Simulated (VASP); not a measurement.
# Cu (Fm-3m) in VASP: further runs

Runs on Cu. Level: r2SCAN. Tasks: single point.

Everything below comes from runs of VASP 6.6.1. Logs are shortened: lines on timing, memory, paths and dates and some standing lists are left out, and cuts for length are marked.

### 1 The cell of the first run

The structure is cubic, space group Fm-3m (No. 225). The conventional cell has a = 3.576 Å, b = 3.576 Å, c = 3.576 Å, α = 90.00°, β = 90.00°, γ = 90.00°. Cu (site symmetry m-3m) has 12 Cu at 2.53 Å within 3.3 Å.

### 2 Single point, r2SCAN

Contents of POSCAR:

```
Cu
1.0
    0.0000000000      1.7881324402      1.7881324402
    1.7881324402      0.0000000000      1.7881324402
    1.7881324402      1.7881324402      0.0000000000
Cu
1
Direct
    0.0000000000      0.0000000000      0.0000000000
```

Contents of INCAR.step1:

```
PREC     = Accurate       # precision mode
ENCUT    = 520            # plane-wave cutoff, eV
ISMEAR   = 1              # smearing method
SIGMA    = 0.3            # smearing width, eV
LREAL    = False          # projectors in reciprocal space
LASPH    = True           # aspherical terms in the spheres
NELM     = 100            # most SCF steps
NBANDS   = 12             # bands
GGA      = PE             # functional
ALGO     = Normal         # electronic algorithm
EDIFF    = 1E-4           # SCF threshold, eV
LWAVE    = True           # write WAVECAR
LCHARG   = False          # write CHGCAR
```

Contents of INCAR.step2:

```
PREC     = Accurate       # precision mode
ENCUT    = 520            # plane-wave cutoff, eV
EDIFF    = 1E-6           # SCF threshold, eV
ISMEAR   = 1              # smearing method
SIGMA    = 0.3            # smearing width, eV
LREAL    = False          # projectors in reciprocal space
LASPH    = True           # aspherical terms in the spheres
NELM     = 100            # most SCF steps
ALGO     = Normal         # electronic algorithm
ISIF     = 2              # what is computed and relaxed
LWAVE    = False          # write WAVECAR
LCHARG   = True           # write CHGCAR
METAGGA  = R2SCAN         # meta-GGA
LMIXTAU  = True         
LELF     = True           # ELF
LVHAR    = True         
NBANDS   = 12             # bands
ISTART   = 1
```

Contents of KPOINTS:

```
Automatic mesh
0
Gamma
  15 15 15
```

Potentials or basis: VASP PAW PBE potentials, release 64 (Cu).

The run is started by

```
$ cat potpaw_PBE.64/Cu/POTCAR > POTCAR
$ cp INCAR.step1 INCAR
$ mpirun -np 1 vasp_std > vasp.out
$ cp INCAR.step2 INCAR
$ mpirun -np 1 vasp_std > vasp.out
```

OUTCAR:

```text
PREC = Accurate
   ENCUT = 520
   EDIFF = 1E-6
   ISMEAR = 1
   LREAL = False
   LASPH = True
   NELM = 100
   ISIF = 2
   METAGGA = R2SCAN
   ISTART = 1

 ion  position               nearest neighbor table
   1  0.000  0.000  0.000-

  LATTYP: Found a face centered cubic cell.
 ALAT       =     3.5762648804

  Lattice vectors:

 A1 = (   0.0000000000,   1.7881324402,   1.7881324402)
 A2 = (   1.7881324402,   0.0000000000,   1.7881324402)
 A3 = (   1.7881324402,   1.7881324402,   0.0000000000)

Analysis of symmetry for initial positions (statically):
=====================================================================
 Subroutine PRICEL returns:
 Original cell was already a primitive cell.

 Routine SETGRP: Setting up the symmetry group for a
 face centered cubic supercell.

 Subroutine GETGRP returns: Found 48 space group operations
 (whereof 48 operations were pure point group operations)
 out of a pool of 48 trial point group operations.

The static configuration has the point symmetry O_h .

Analysis of symmetry for dynamics (positions and initial velocities):
=====================================================================
 Subroutine PRICEL returns:
 Original cell was already a primitive cell.

 Routine SETGRP: Setting up the symmetry group for a
 face centered cubic supercell.

 Subroutine GETGRP returns: Found 48 space group operations
 (whereof 48 operations were pure point group operations)
 out of a pool of 48 trial point group operations.

The dynamic configuration has the point symmetry O_h .

 Subroutine INISYM returns: Found 48 space group operations
 (whereof 48 operations are pure point group operations),
 and found     1 'primitive' translations

----------------------------------------------------------------------------------------

                                     Primitive cell

  volume of cell :      11.4348

  direct lattice vectors                    reciprocal lattice vectors
     0.000000000  1.788132440  1.788132440    -0.279621346  0.279621346  0.279621346
     1.788132440  0.000000000  1.788132440     0.279621346 -0.279621346  0.279621346
     1.788132440  1.788132440  0.000000000     0.279621346  0.279621346 -0.279621346

  length of vectors
     2.528801148  2.528801148  2.528801148     0.484318378  0.484318378  0.484318378

  position of ions in fractional coordinates (direct lattice)
     0.000000000  0.000000000  0.000000000

  ion indices of the primitive-cell ions
   primitive index   ion index
                 1           1

----------------------------------------------------------------------------------------

 KPOINTS: Automatic mesh

Automatic generation of k-mesh.
 Grid dimensions read from file:
 generate k-points for:   15   15   15

 Generating k-lattice:

  Cartesian coordinates                     Fractional coordinates (reciprocal lattice)
    -0.018641423  0.018641423  0.018641423     0.066666667  0.000000000  0.000000000
     0.018641423 -0.018641423  0.018641423     0.000000000  0.066666667  0.000000000
     0.018641423  0.018641423 -0.018641423     0.000000000  0.000000000  0.066666667

  Length of vectors
     0.032287892  0.032287892  0.032287892

  Shift w.r.t. Gamma in fractional coordinates (k-lattice)
     0.000000000  0.000000000  0.000000000

 Subroutine IBZKPT returns following result:
 ===========================================

 Found    120 irreducible k-points:

 Following reciprocal coordinates:
            Coordinates               Weight
  0.000000  0.000000  0.000000      1.000000
  0.066667  0.000000  0.000000      8.000000
  0.133333  0.000000  0.000000      8.000000
  0.200000  0.000000  0.000000      8.000000
  0.266667  0.000000  0.000000      8.000000
  0.333333  0.000000  0.000000      8.000000
[... 16 lines left out ...]
  0.133333  0.133333  0.000000      6.000000
  0.200000  0.133333  0.000000     24.000000
 [... further k-points ...]
   k-points           NKPTS =    120   k-points in BZ     NKDIM =    120   number of bands    NBANDS=     12
   number of dos      NEDOS =    301   number of ions     NIONS =      1
   total plane-waves  NPLWV =   8000
   dimension x,y,z NGX =    20 NGY =   20 NGZ =   20
   dimension x,y,z NGXF=    40 NGYF=   40 NGZF=   40
   ions per type =               1
   NGX,Y,Z   is equivalent  to a cutoff of  13.15, 13.15, 13.15 a.u.
   NGXF,Y,Z  is equivalent  to a cutoff of  26.30, 26.30, 26.30 a.u.
 SYSTEM =  unknown system
   PREC   = accura    normal or accurate (medium, high low for compatibility)
   ISTART =      1    job   : 0-new  1-cont  2-samecut
   ICHARG =      0    charge: 1-file 2-atom 10-const
   ISPIN  =      1    spin polarized calculation?
   LNONCOLLINEAR =      F non collinear calculations
   LSORBIT =      F    spin-orbit coupling
   LASPH  =      T    aspherical Exc in radial PAW
   ENCUT  =  520.0 eV  38.22 Ry    6.18 a.u.   4.70  4.70  4.70*2*pi/ulx,y,z
   NELM   =    100;   NELMIN=  2; NELMDL=  0     # of ELM steps
   EDIFF  = 0.1E-05   stopping-criterion for ELM
   LREAL  =      F    real-space projection
   EDIFFG = 0.1E-04   stopping-criterion for IOM
   NSW    =      0    number of steps for IOM
   IBRION =     -1    ionic relax: 0-MD 1-quasi-New 2-CG
   NFREE  =      0    steps in history (QN), initial steepest desc. (CG)
   ISIF   =      2    stress and relaxation
   ISYM   =      2    0-nonsym 1-usesym 2-fastsym
   POTIM  = 0.5000    time-step for ionic-motion
   TEBEG  =    0.0;   TEEND  =   0.0 temperature during run
   PSTRESS=    0.0 pullay stress
   NELECT =      11.0000    total number of electrons
   NUPDOWN=      -1.0000    fix difference up-down
   EMIN   =  10.00;   EMAX   =-10.00  energy-range for DOS
   EFERMI =   0.00;   METHOD = LEGACY
   ISMEAR =     1;   SIGMA  =   0.30  broadening in eV -4-tet -1-fermi 0-gaus
   EFERMI_NEDOS =   21; number of points for ismear=-14 and -15
   IALGO  =     38    algorithm
   IMIX   =      4    mixing-type and parameters
     AMIX     =   0.40;   BMIX     =  1.00
     AMIX_MAG =   1.60;   BMIX_MAG =  1.00
  volume/ion in A,a.u.               =      11.43        77.17
  Fermi-wavevector in a.u.,A,eV,Ry     =   1.616079  3.053947 35.534510  2.611713
  Thomas-Fermi vector in A             =   2.710724
   LORBIT       =      0    0 simple, 1 ext, 2 COOP (PROOUT), +10 PAW based schemes
   METAGGA = R2SCAN    functional components
   LHFCALC =     F    Hartree Fock is set to
   AEXX    =    0.0000 exact exchange contribution
   IVDW    =     0    specifies the selected vdW correction
   LEPSILON=     F    determine dielectric tensor
   LRPA    =     F    only Hartree local field effects (RPA)
 non-spin polarized calculation
 Methfessel and Paxton  Order N= 1 SIGMA  =   0.30
  energy-cutoff  :      520.00
  volume of cell :       11.43
 maximum number of plane-waves:       331
   NGX =  9   NGY =  9   NGZ =  9

 number of electron      11.0000012 magnetization

 Free energy of the ion-electron system (eV)
  ---------------------------------------------------
  ext. energy  EPLUGINS =         0.00000000
  ---------------------------------------------------
  free energy    TOTEN  =       -10.82568496 eV

  energy without entropy =      -10.82468260  energy(sigma->0) =      -10.82535084

 E-fermi :   7.8989     XC(G=0): -13.9654

 val. band max:        7.8872070835   @ k =  -0.4667   0.1333   0.0667
 cond. band min:       8.0120214909   @ k =  -0.3333   0.2000   0.0000
 fundamental gap:      0.1248144074
 Fermi energy:         7.8988925956

 k-point     1 :       0.0000    0.0000    0.0000
  band No.  band energies     occupation
      1      -2.1265      2.00000
      2       4.5539      2.00000
      3       4.5540      2.00000
      4       4.5540      2.00000
      5       5.4117      2.00000
      6       5.4117      2.00000
      7      31.4517      0.00000
      8      34.7440      0.00000
      9      34.7440      0.00000
     10      34.7444      0.00000
     11      37.1579      0.00000
     12      37.1580      0.00000

 k-point     2 :       0.0667    0.0000    0.0000
  band No.  band energies     occupation
      1      -1.9544      2.00000
      2       4.5165      2.00000
      3       4.5863      2.00000
      4       4.5864      2.00000
      5       5.3989      2.00000
      6       5.3989      2.00000
      7      30.5082      0.00000
      8      32.9106      0.00000
      9      34.1946      0.00000
     10      34.1949      0.00000
     11      37.9413      0.00000
     12      37.9414      0.00000

 k-point     3 :       0.1333    0.0000    0.0000
  band No.  band energies     occupation
      1      -1.4468      2.00000
      2       4.4192      2.00000
      3       4.6634      2.00000
      4       4.6635      2.00000
      5       5.3796      2.00000
      6       5.3796      2.00000
      7      27.2911      0.00000
      8      32.2342      0.00000
      9      33.3269      0.00000
     10      33.3271      0.00000
     11      39.1533      0.00000
     12      39.3308      0.00000
[... 286 lines left out ...]
 k-point    23 :       0.1333    0.1333    0.0000
  band No.  band energies     occupation
      1      -1.2234      2.00000
      2       4.2902      2.00000
      3       4.7685      2.00000
      4       4.7685      2.00000
      5       5.1857      2.00000
      6       5.5062      2.00000
      7      29.5257      0.00000
      8      30.1836      0.00000
      9      30.1837      0.00000
     10      31.9347      0.00000
     11      37.3564      0.00000
     12      41.0275      0.00000

 k-point    24 :       0.2000    0.1333    0.0000
  band No.  band energies     occupation
      1      -0.6287      2.00000
      2       4.1595      2.00000
      3       4.8382      2.00000
      4       4.8712      2.00000
      5       5.1492      2.00000
      6       5.5600      2.00000
      7      26.5223      0.00000
      8      29.0533      0.00000
      9      29.8898      0.00000
     10      32.2196      0.00000
     11      35.5525      0.00000
     12      41.1403      0.00000

 [... further k-points ...]
[... 5 lines left out ...]
  --------------------------------------------------------------------------------------
  -------------------------------------------------------------------------------------
  Total        0.0271345      0.0271345      0.0271345      0.0000000     -0.0000000      0.0000000
  in kB        3.8019300      3.8019300      3.8019300      0.0000000     -0.0000000      0.0000000
  external PRESSURE =       3.8019300 kB  Pullay stress =       0.0000000 kB

 VOLUME and BASIS-vectors are now :
 -----------------------------------------------------------------------------
  energy-cutoff  :      520.00
  volume of cell :       11.43
      direct lattice vectors                 reciprocal lattice vectors
     0.000000000  1.788132440  1.788132440    -0.279621346  0.279621346  0.279621346
     1.788132440  0.000000000  1.788132440     0.279621346 -0.279621346  0.279621346
     1.788132440  1.788132440  0.000000000     0.279621346  0.279621346 -0.279621346

 POSITION                                       TOTAL-FORCE (eV/Angst)
 -----------------------------------------------------------------------------------
      0.00000      0.00000      0.00000         0.000000     -0.000000      0.000000
 -----------------------------------------------------------------------------------
    total drift:                                0.000000     -0.000000      0.000000

  FREE ENERGIE OF THE ION-ELECTRON SYSTEM (eV)
  ---------------------------------------------------
  free  energy   TOTEN  =       -10.8256849595 eV

  energy  without entropy=      -10.8246826030  energy(sigma->0) =      -10.82535084
```

Run time: 2.1 min. Hardware: 1 thread of Intel Xeon 8259CL, shared host; peak memory 0.14 GiB.

What came out:

| Item | Value |
| --- | --- |
| Free energy | -10.8257 eV |
| Pressure | 0.4 GPa |

Caveat: the PAW data sets were made with another functional, which shifts forces and pressure a little.

### 3 Single point, r2SCAN

POSCAR is that of step 2.

Contents of INCAR.step1:

```
SYSTEM = Cu
PREC     = Accurate       ! precision mode
ENCUT    = 520            ! plane-wave cutoff, eV
ISMEAR   = 1              ! smearing method
SIGMA    = 0.6            ! smearing width, eV
LREAL    = .FALSE.        ! projectors in reciprocal space
LASPH    = .TRUE.         ! aspherical terms in the spheres
NELM     = 80             ! most SCF steps
NBANDS   = 12             ! bands
GGA      = PE             ! functional
ALGO     = Normal         ! electronic algorithm
EDIFF    = 1E-4           ! SCF threshold, eV
LWAVE    = .TRUE.         ! write WAVECAR
LCHARG   = .FALSE.        ! write CHGCAR
```

Contents of INCAR.step2:

```
SYSTEM = Cu
PREC     = Accurate       ! precision mode
ENCUT    = 520            ! plane-wave cutoff, eV
EDIFF    = 1E-7           ! SCF threshold, eV
ISMEAR   = 1              ! smearing method
SIGMA    = 0.6            ! smearing width, eV
LREAL    = .FALSE.        ! projectors in reciprocal space
LASPH    = .TRUE.         ! aspherical terms in the spheres
NELM     = 80             ! most SCF steps
ALGO     = Normal         ! electronic algorithm
ISIF     = 2              ! what is computed and relaxed
LWAVE    = .FALSE.        ! write WAVECAR
LCHARG   = .FALSE.        ! write CHGCAR
METAGGA  = R2SCAN         ! meta-GGA
LMIXTAU  = .TRUE.       
NBANDS   = 12             ! bands
ISTART   = 1
```

Contents of KPOINTS:

```
Automatic mesh
0
G
  15 15 15
  0 0 0
```

Potentials or basis: VASP PAW PBE potentials, release 64 (Cu).

The run is started by

```
$ cat potpaw_PBE.64/Cu/POTCAR > POTCAR
$ cp INCAR.step1 INCAR
$ mpirun -np 1 vasp_std > vasp.out
$ cp INCAR.step2 INCAR
$ mpirun -np 1 vasp_std > vasp.out
```

Run time: 2.3 min. Hardware: 1 thread of Intel Xeon 8259CL, shared host; peak memory 0.14 GiB.

It converged, with:

```
Free energy : -10.8258 eV
Pressure    : 0.6 GPa
```

Levels at points of the mesh, in eV from the Fermi level:
```csv
k point,band 4,band 5,band 6,band 7,band 8,band 9
"(0.00, 0.00, 0.00)",-3.29,-2.43,-2.43,23.61,26.90,26.90
```

Caveat: the PAW data sets were made with another functional, which shifts forces and pressure a little.
